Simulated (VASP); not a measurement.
# Ga2O in VASP: further runs

Ga2O is run at these levels: PBE; tasks: single point.

Everything below comes from runs of VASP 6.6.1. Logs are shortened: lines on timing, memory, paths and dates and some standing lists are left out, and cuts for length are marked.

## (1) The cell of the first run

The typed cell holds 3 atoms: a = 3.871 Å, b = 3.871 Å, c = 3.783 Å, α = 90.00°, β = 90.00°, γ = 90.06°.

The cell was built from a structure type or drawn by symmetry, and may not be a known phase.

## (2) Single point, PBE

INCAR

```
PREC = Accurate ; ENCUT = 520
EDIFF = 1E-6 ; ISMEAR = 0
SIGMA = 0.1 ; LREAL = F
LASPH = T ; NELM = 60
ALGO = Normal ; ISIF = 2
LWAVE = F ; LCHARG = F
GGA = PE ; NBANDS = 23
```

KPOINTS

```
regular mesh
0
Gamma
  6 6 6
```

POSCAR

```
Ga2O
1.0
    2.7362071707     -2.7388743527      0.0000000000
    2.7362071707      2.7388743527      0.0000000000
    0.0000000000      0.0000000000      3.7828179679
Ga O
2 1
Direct
    0.0000000000      0.0000000000      0.0000000000
    0.5000000000      0.5000000000      0.0000000000
    0.5000000000      0.5000000000      0.5000000000
```

Potentials or basis: VASP PAW PBE potentials, release 64 (Ga_d, O).

On the command line:

```bash
> cat potpaw_PBE.64/Ga_d/POTCAR potpaw_PBE.64/O/POTCAR > POTCAR
> mpirun -np 1 vasp_std > vasp.out
```

OUTCAR:

```text
PREC = Accurate
   ENCUT = 520
   EDIFF = 1E-6
   ISMEAR = 0
   LREAL = F
   LASPH = T
   NELM = 60
   ISIF = 2
   GGA = PE

 ion  position               nearest neighbor table
   1  0.000  0.000  0.000-   2 2.74   2 2.74   2 2.74   2 2.74
   2  0.500  0.500  0.000-   3 1.89   3 1.89   1 2.74   1 2.74   1 2.74   1 2.74
   3  0.500  0.500  0.500-   2 1.89   2 1.89

  LATTYP: Found a base centered orthorhombic cell.
 ALAT       =     5.4724143414
 B/A-ratio  =     1.0009747734
 C/A-ratio  =     0.6912521114

  Lattice vectors:

 A1 = (   2.7362071707,  -2.7388743527,   0.0000000000)
 A2 = (   2.7362071707,   2.7388743527,   0.0000000000)
 A3 = (   0.0000000000,   0.0000000000,   3.7828179679)

Analysis of symmetry for initial positions (statically):
=====================================================================
 Subroutine PRICEL returns:
 Original cell was already a primitive cell.

 Routine SETGRP: Setting up the symmetry group for a
 base centered orthorhombic supercell.

 Subroutine GETGRP returns: Found  8 space group operations
 (whereof  8 operations were pure point group operations)
 out of a pool of  8 trial point group operations.

The static configuration has the point symmetry D_2h.

Analysis of symmetry for dynamics (positions and initial velocities):
=====================================================================
 Subroutine PRICEL returns:
 Original cell was already a primitive cell.

 Routine SETGRP: Setting up the symmetry group for a
 base centered orthorhombic supercell.

 Subroutine GETGRP returns: Found  8 space group operations
 (whereof  8 operations were pure point group operations)
 out of a pool of  8 trial point group operations.

The dynamic configuration has the point symmetry D_2h.

 Subroutine INISYM returns: Found  8 space group operations
 (whereof  8 operations are pure point group operations),
 and found     1 'primitive' translations

----------------------------------------------------------------------------------------

                                     Primitive cell

  volume of cell :      56.6978

  direct lattice vectors                    reciprocal lattice vectors
     2.736207171 -2.738874353  0.000000000     0.182734701 -0.182556750  0.000000000
     2.736207171  2.738874353  0.000000000     0.182734701  0.182556750  0.000000000
     0.000000000  0.000000000  3.782817968     0.000000000  0.000000000  0.264353191

  length of vectors
     3.871467732  3.871467732  3.782817968     0.258300093  0.258300093  0.264353191

  position of ions in fractional coordinates (direct lattice)
     0.000000000  0.000000000  0.000000000
     0.500000000  0.500000000  0.000000000
     0.500000000  0.500000000  0.500000000

  ion indices of the primitive-cell ions
   primitive index   ion index
                 1           1
                 2           2
                 3           3

----------------------------------------------------------------------------------------

 KPOINTS: regular mesh

Automatic generation of k-mesh.
 Grid dimensions read from file:
 generate k-points for:    6    6    6

 Generating k-lattice:

  Cartesian coordinates                     Fractional coordinates (reciprocal lattice)
     0.030455784 -0.030426125  0.000000000     0.166666667 -0.000000000  0.000000000
     0.030455784  0.030426125  0.000000000    -0.000000000  0.166666667  0.000000000
     0.000000000  0.000000000  0.044058865     0.000000000  0.000000000  0.166666667

  Length of vectors
     0.043050015  0.043050015  0.044058865

  Shift w.r.t. Gamma in fractional coordinates (k-lattice)
     0.000000000  0.000000000  0.000000000

 Subroutine IBZKPT returns following result:
 ===========================================

 Found     52 irreducible k-points:

 Following reciprocal coordinates:
            Coordinates               Weight
  0.000000  0.000000  0.000000      1.000000
  0.166667  0.000000  0.000000      4.000000
  0.333333  0.000000  0.000000      4.000000
  0.500000  0.000000  0.000000      2.000000
  0.166667  0.166667  0.000000      2.000000
  0.333333  0.166667  0.000000      4.000000
[... 16 lines left out ...]
  0.333333  0.333333  0.166667      4.000000
  0.500000  0.333333  0.166667      8.000000
 [... further k-points ...]
   k-points           NKPTS =     52   k-points in BZ     NKDIM =     52   number of bands    NBANDS=     23
   number of dos      NEDOS =    301   number of ions     NIONS =      3
   total plane-waves  NPLWV =  25200
   dimension x,y,z NGX =    30 NGY =   30 NGZ =   28
   dimension x,y,z NGXF=    60 NGYF=   60 NGZF=   56
   ions per type =               2   1
   NGX,Y,Z   is equivalent  to a cutoff of  12.88, 12.88, 12.31 a.u.
   NGXF,Y,Z  is equivalent  to a cutoff of  25.76, 25.76, 24.61 a.u.
 SYSTEM =  unknown system
   PREC   = accura    normal or accurate (medium, high low for compatibility)
   ISTART =      0    job   : 0-new  1-cont  2-samecut
   ICHARG =      2    charge: 1-file 2-atom 10-const
   ISPIN  =      1    spin polarized calculation?
   LNONCOLLINEAR =      F non collinear calculations
   LSORBIT =      F    spin-orbit coupling
   LASPH  =      T    aspherical Exc in radial PAW
   ENCUT  =  520.0 eV  38.22 Ry    6.18 a.u.   7.20  7.20  7.03*2*pi/ulx,y,z
   NELM   =     60;   NELMIN=  2; NELMDL= -5     # of ELM steps
   EDIFF  = 0.1E-05   stopping-criterion for ELM
   LREAL  =      F    real-space projection
[... 7 lines left out ...]
   TEBEG  =    0.0;   TEEND  =   0.0 temperature during run
   PSTRESS=    0.0 pullay stress
   NELECT =      32.0000    total number of electrons
   NUPDOWN=      -1.0000    fix difference up-down
   EMIN   =  10.00;   EMAX   =-10.00  energy-range for DOS
   EFERMI =   0.00;   METHOD = LEGACY
   ISMEAR =     0;   SIGMA  =   0.10  broadening in eV -4-tet -1-fermi 0-gaus
   EFERMI_NEDOS =   21; number of points for ismear=-14 and -15
   IALGO  =     38    algorithm
   IMIX   =      4    mixing-type and parameters
     AMIX     =   0.40;   BMIX     =  1.00
     AMIX_MAG =   1.60;   BMIX_MAG =  1.00
  volume/ion in A,a.u.               =      18.90       127.54
  Fermi-wavevector in a.u.,A,eV,Ry     =   1.352911  2.556632 24.903681  1.830369
  Thomas-Fermi vector in A             =   2.480211
   LORBIT       =      0    0 simple, 1 ext, 2 COOP (PROOUT), +10 PAW based schemes
   GGA     = PE    functional components
   LHFCALC =     F    Hartree Fock is set to
   AEXX    =    0.0000 exact exchange contribution
   IVDW    =     0    specifies the selected vdW correction
   LEPSILON=     F    determine dielectric tensor
   LRPA    =     F    only Hartree local field effects (RPA)
 non-spin polarized calculation
 Gauss-broadening in eV      SIGMA  =   0.10
  energy-cutoff  :      520.00
  volume of cell :       56.70
 maximum number of plane-waves:      1550
 NGX is ok and might be reduce to    30
   NGX = 15   NGY = 15   NGZ = 15

 number of electron      32.0000023 magnetization

 Free energy of the ion-electron system (eV)
  ---------------------------------------------------
  ext. energy  EPLUGINS =         0.00000000
  ---------------------------------------------------
  free energy    TOTEN  =       -11.71122062 eV

  energy without entropy =      -11.70290681  energy(sigma->0) =      -11.70706372

 E-fermi :   3.1390     XC(G=0):  -9.6638

 val. band max:        3.1158446961   @ k =  -0.3333   0.3333   0.1667
 cond. band min:       3.1579446261   @ k =   0.5000   0.3333   0.1667
 fundamental gap:      0.0420999300
 Fermi energy:         3.1390218440

 k-point     1 :       0.0000    0.0000    0.0000
  band No.  band energies     occupation
      1     -15.5840      2.00000
      2     -12.0862      2.00000
      3     -12.0730      2.00000
      4     -11.9826      2.00000
      5     -11.9768      2.00000
      6     -11.9767      2.00000
[... 15 lines left out ...]
     22      13.6618      0.00000
     23      13.6956      0.00000

 k-point     2 :       0.1667    0.0000    0.0000
  band No.  band energies     occupation
      1     -15.5724      2.00000
      2     -12.0646      2.00000
      3     -12.0574      2.00000
      4     -11.9771      2.00000
      5     -11.9746      2.00000
      6     -11.9624      2.00000
[... 15 lines left out ...]
     22      11.7834      0.00000
     23      12.2465      0.00000

 k-point     3 :       0.3333    0.0000    0.0000
  band No.  band energies     occupation
      1     -15.5491      2.00000
      2     -12.0488      2.00000
      3     -11.9861      2.00000
      4     -11.9777      2.00000
      5     -11.9702      2.00000
      6     -11.9174      2.00000
[... 15 lines left out ...]
     22      11.8275      0.00000
     23      13.6233      0.00000

 k-point     4 :       0.5000    0.0000    0.0000
  band No.  band energies     occupation
      1     -15.5375      2.00000
      2     -12.0413      2.00000
      3     -11.9781      2.00000
      4     -11.9680      2.00000
      5     -11.9369      2.00000
      6     -11.8918      2.00000
[... 15 lines left out ...]
     22      12.7090      0.00000
     23      13.1301      0.00000

 k-point     5 :       0.1667    0.1667    0.0000
  band No.  band energies     occupation
      1     -15.5616      2.00000
      2     -12.0729      2.00000
      3     -12.0230      2.00000
      4     -11.9796      2.00000
      5     -11.9726      2.00000
      6     -11.9450      2.00000
[... 434 lines left out ...]
 k-point    22 :      -0.1667    0.1667    0.1667
  band No.  band energies     occupation
      1     -15.4118      2.00000
      2     -12.0701      2.00000
      3     -12.0205      2.00000
      4     -11.9828      2.00000
      5     -11.9746      2.00000
      6     -11.9446      2.00000
[... 15 lines left out ...]
     22      13.2204      0.00000
     23      13.3957      0.00000

 k-point    23 :       0.3333    0.3333    0.1667
  band No.  band energies     occupation
      1     -15.3724      2.00000
      2     -12.0661      2.00000
      3     -11.9894      2.00000
      4     -11.9818      2.00000
      5     -11.9783      2.00000
      6     -11.8852      2.00000
[... 15 lines left out ...]
     22      13.0227      0.00000
     23      15.0636      0.00000

 k-point    24 :       0.5000    0.3333    0.1667
  band No.  band energies     occupation
      1     -15.3632      2.00000
      2     -12.0654      2.00000
      3     -11.9901      2.00000
      4     -11.9874      2.00000
      5     -11.9874      2.00000
      6     -11.8741      2.00000
[... 15 lines left out ...]
     22      14.2414      0.00000
     23      14.8156      0.00000

 [... further k-points ...]

------------------------ aborting loop because EDIFF is reached ----------------------------------------

  FORCE on cell =-STRESS in cart. coord.  units (eV):
  Direction    XX          YY          ZZ          XY          YZ          ZX
  --------------------------------------------------------------------------------------
  -------------------------------------------------------------------------------------
  Total       -0.0384630     -0.0628070      0.1358469     -0.0000000      0.0000000      0.0000000
  in kB       -1.0868932     -1.7748097      3.8387837     -0.0000000      0.0000000      0.0000000
  external PRESSURE =       0.3256936 kB  Pullay stress =       0.0000000 kB

 VOLUME and BASIS-vectors are now :
 -----------------------------------------------------------------------------
  energy-cutoff  :      520.00
  volume of cell :       56.70
      direct lattice vectors                 reciprocal lattice vectors
     2.736207171 -2.738874353  0.000000000     0.182734701 -0.182556750  0.000000000
     2.736207171  2.738874353  0.000000000     0.182734701  0.182556750  0.000000000
     0.000000000  0.000000000  3.782817968     0.000000000  0.000000000  0.264353191

 POSITION                                       TOTAL-FORCE (eV/Angst)
 -----------------------------------------------------------------------------------
      0.00000      0.00000      0.00000         0.000000     -0.000000      0.000000
      2.73621      0.00000      0.00000         0.000000      0.000000      0.000000
      2.73621      0.00000      1.89141        -0.000000     -0.000000      0.000000
 -----------------------------------------------------------------------------------
    total drift:                                0.000000      0.000000      0.000000

  FREE ENERGIE OF THE ION-ELECTRON SYSTEM (eV)
  ---------------------------------------------------
  free  energy   TOTEN  =       -11.7112206231 eV

  energy  without entropy=      -11.7029068104  energy(sigma->0) =      -11.70706372
```

Wall time 99 s (1 thread of Intel Xeon 8259CL, shared host); peak memory 0.2 GiB.

Results:

| Quantity | Value |
| --- | --- |
| Free energy | -11.7112 eV |
| Pressure | 0.0 GPa |
| Band gap on the k mesh | zero (bands 16 and 17 overlap by 4.09 eV) |

Stress tensor (GPa, compression positive):
```
-0.11  0.00  0.00
 0.00 -0.18  0.00
 0.00  0.00  0.38
```

Levels at points of the mesh, in eV from the Fermi level:
```tsv
k point	band 12	band 13	band 14	band 15	band 16	band 17	band 18	band 19	band 20	band 21
(0.00, 0.00, 0.00)	-7.52	-5.51	-3.23	-3.22	1.32	2.13	2.14	3.98	5.17	8.14
(0.50, 0.00, 0.00)	-7.05	-5.37	-4.21	-2.90	-1.95	3.26	4.14	5.26	5.26	5.40
(0.50, 0.50, 0.00)	-5.31	-4.82	-4.65	-4.65	-1.70	0.07	0.07	5.09	9.79	9.80
(0.00, 0.00, 0.50)	-9.30	-3.08	-2.36	-2.36	-0.48	1.05	1.06	4.92	6.41	9.67
(0.50, 0.00, 0.50)	-7.98	-5.78	-3.39	-2.29	0.16	1.69	3.94	3.97	5.10	5.54
(0.50, 0.50, 0.50)	-7.16	-3.91	-2.88	-2.88	-2.18	-2.18	1.00	3.04	7.75	7.76
```

## (3) Single point, PBE, collinear spin, ferromagnetic start

INCAR

```
SYSTEM = Ga2O
ALGO     = Normal         ! electronic algorithm
EDIFF    = 1E-7           ! SCF threshold, eV
ENCUT    = 520            ! plane-wave cutoff, eV
GGA      = PE             ! functional
ISIF     = 2              ! what is computed and relaxed
ISMEAR   = 0              ! smearing method
ISPIN    = 2              ! spin polarisation
LASPH    = .TRUE.         ! aspherical terms in the spheres
LCHARG   = .TRUE.         ! write CHGCAR
LELF     = .TRUE.         ! ELF
LORBIT   = 11             ! projections on sites
LREAL    = .FALSE.        ! projectors in reciprocal space
LVHAR    = .TRUE.       
LWAVE    = .FALSE.        ! write WAVECAR
MAGMOM   = 0 0 1          ! initial moments
NBANDS   = 27             ! bands
NELM     = 150            ! most SCF steps
PREC     = Accurate       ! precision mode
SIGMA    = 0.1            ! smearing width, eV
```

KPOINTS

```
k-points
0
G
  4 4 4
  0 0 0
```

POSCAR

```
Ga2O
1.0
    3.8714677321      0.0000000000      0.0000000000
    0.0000000000      3.8714677321      0.0000000000
    0.0000000000      0.0000000000      3.7828179679
Ga O
2 1
Direct
    0.0000000000      0.0000000000      0.0000000000
    0.5000000000      0.5000000000      0.0000000000
    0.5000000000      0.5000000000      0.5000000000
```

Potentials or basis: VASP PAW PBE potentials, release 64 (Ga_d, O).

On the command line:

```bash
> cat potpaw_PBE.64/Ga_d/POTCAR potpaw_PBE.64/O/POTCAR > POTCAR
> mpirun -np 1 vasp_std > vasp.out
```

Run time: 2 min. Hardware: 1 thread of Intel Xeon 8259CL, shared host; peak memory 0.2 GiB.

It converged, with:

| Quantity | Value |
| --- | --- |
| Free energy | -11.6804 eV |
| Pressure | 0.4 GPa |
| Band gap on the k mesh | zero (filled and empty bands overlap) |
| Net moment | 0.00 μB per cell |
| Valence electrons inside the program's atomic spheres | Ga 11.47, 11.64; O 4.93 |

Stress tensor (GPa, compression positive):
```
-0.14  0.00  0.00
 0.00 -0.14  0.00
 0.00  0.00  1.57
```

Levels at points of the mesh, in eV from the Fermi level:
Spin up:
| k point | band 12 | band 13 | band 14 | band 15 | band 16 | band 17 | band 18 | band 19 | band 20 | band 21 |
| --- | --- | --- | --- | --- | --- | --- | --- | --- | --- | --- |
| (0.00, 0.00, 0.00) | -7.57 | -5.54 | -3.24 | -3.24 | 1.27 | 2.09 | 2.09 | 3.93 | 5.12 | 8.09 |
| (0.50, 0.00, 0.00) | -7.10 | -5.40 | -4.26 | -2.91 | -1.97 | 3.21 | 4.09 | 5.21 | 5.21 | 5.36 |
| (0.50, 0.50, 0.00) | -5.33 | -4.87 | -4.68 | -4.68 | -1.74 | 0.04 | 0.04 | 5.04 | 9.75 | 9.75 |
| (0.00, 0.00, 0.50) | -9.35 | -3.12 | -2.38 | -2.38 | -0.52 | 1.00 | 1.00 | 4.88 | 6.36 | 9.62 |
| (0.50, 0.00, 0.50) | -8.02 | -5.84 | -3.41 | -2.31 | 0.12 | 1.66 | 3.89 | 3.91 | 5.06 | 5.49 |
| (0.50, 0.50, 0.50) | -7.19 | -3.97 | -2.89 | -2.89 | -2.24 | -2.24 | 0.96 | 3.00 | 7.72 | 7.72 |
Spin down:
```csv
k point,band 13,band 14,band 15,band 16,band 17,band 18,band 19,band 20
"(0.00, 0.00, 0.00)",-5.54,-3.24,-3.24,1.27,2.09,2.09,3.93,5.12
"(0.50, 0.00, 0.00)",-5.40,-4.26,-2.91,-1.97,3.21,4.09,5.21,5.21
"(0.50, 0.50, 0.00)",-4.87,-4.68,-4.68,-1.74,0.04,0.04,5.04,9.75
"(0.00, 0.00, 0.50)",-3.12,-2.38,-2.38,-0.52,1.00,1.00,4.88,6.36
"(0.50, 0.00, 0.50)",-5.84,-3.41,-2.31,0.12,1.66,3.89,3.91,5.06
"(0.50, 0.50, 0.50)",-3.97,-2.89,-2.89,-2.24,-2.24,0.96,3.00,7.72
```

Caveat: the k points lie up to 0.42 Å⁻¹ apart, too coarse for converged energies and pressures of a metal.

## (4) Single point, PBE

This run uses another cell than the first one, of 18.71 Å³/atom.

INCAR

```
SYSTEM = Ga2O
ALGO = Normal ; EDIFF = 1E-6
ENCUT = 520 ; GGA = PE
ISIF = 2 ; ISMEAR = 0
LASPH = .TRUE. ; LCHARG = .FALSE.
LREAL = .FALSE. ; LWAVE = .FALSE.
NBANDS = 23 ; NELM = 60
PREC = Accurate ; SIGMA = 0.1
```

KPOINTS

```
k-points
0
G
  12 12 12
  0 0 0
```

POSCAR

```
Ga2O
1.0
    3.8530843752      0.0000000000      0.0000000000
    0.0000000000      3.8530843752      0.0000000000
    0.0000000000      0.0000000000      3.7801816289
Ga O
2 1
Direct
    0.0000000000      0.0000000000      0.0000000000
    0.5000000000      0.5000000000      0.0000000000
    0.5000000000      0.5000000000      0.5000000000
```

On the command line:

```bash
> cat potpaw_PBE.64/Ga_d/POTCAR potpaw_PBE.64/O/POTCAR > POTCAR
> mpirun -np 1 vasp_std > vasp.out
```

Run time: 4.6 min. Hardware: 1 thread of Intel Xeon 8259CL, shared host; peak memory 0.33 GiB.

Results (log left out):

- Free energy: -11.7192 eV
- Pressure: 0.1 GPa
- Band gap on the k mesh: zero (bands 16 and 17 overlap by 4.16 eV)

Stress tensor (GPa, compression positive):
```
-0.05  0.00  0.00
 0.00 -0.05  0.00
 0.00  0.00  0.47
```

Levels at points of the mesh, in eV from the Fermi level:
```tsv
k point	band 12	band 13	band 14	band 15	band 16	band 17	band 18	band 19	band 20	band 21
(0.00, 0.00, 0.00)	-7.58	-5.54	-3.24	-3.24	1.37	2.13	2.13	3.96	5.16	8.16
(0.50, 0.00, 0.00)	-7.11	-5.39	-4.27	-2.90	-1.95	3.28	4.11	5.28	5.31	5.41
(0.50, 0.50, 0.00)	-5.32	-4.83	-4.70	-4.70	-1.71	0.04	0.04	5.09	9.77	9.77
(0.00, 0.00, 0.50)	-9.39	-3.07	-2.37	-2.37	-0.50	1.03	1.03	4.98	6.40	9.68
(0.50, 0.00, 0.50)	-8.03	-5.84	-3.43	-2.30	0.14	1.71	3.94	3.98	5.10	5.59
(0.50, 0.50, 0.50)	-7.18	-3.93	-2.90	-2.90	-2.26	-2.26	0.99	3.05	7.79	7.79
```

## (5) The runs side by side

| spin | cell | k mesh | gap on the mesh (eV) | pressure (GPa) |
| --- | --- | --- | --- | --- |
| off | a = 3.871, b = 3.871, c = 3.783 Å, angles 90.0, 90.0, 90.1°, 3 atoms | 6 × 6 × 6 | none | 0.0 |
| collinear, ferromagnetic start | a = 3.871, b = 3.871, c = 3.783 Å, 3 atoms | 4 × 4 × 4 | none | 0.4 |
| off | a = 3.853, b = 3.853, c = 3.780 Å, 3 atoms | 12 × 12 × 12 | none | 0.1 |

Alike in all rows: task single point; level PBE; potentials or basis VASP PAW PBE potentials, release 64 (Ga_d, O); cutoff (eV) 520; smearing gaussian 0.1 eV.

Caveats: some runs use coarse meshes.

Absolute energies hang on the potentials; compare differences alone.
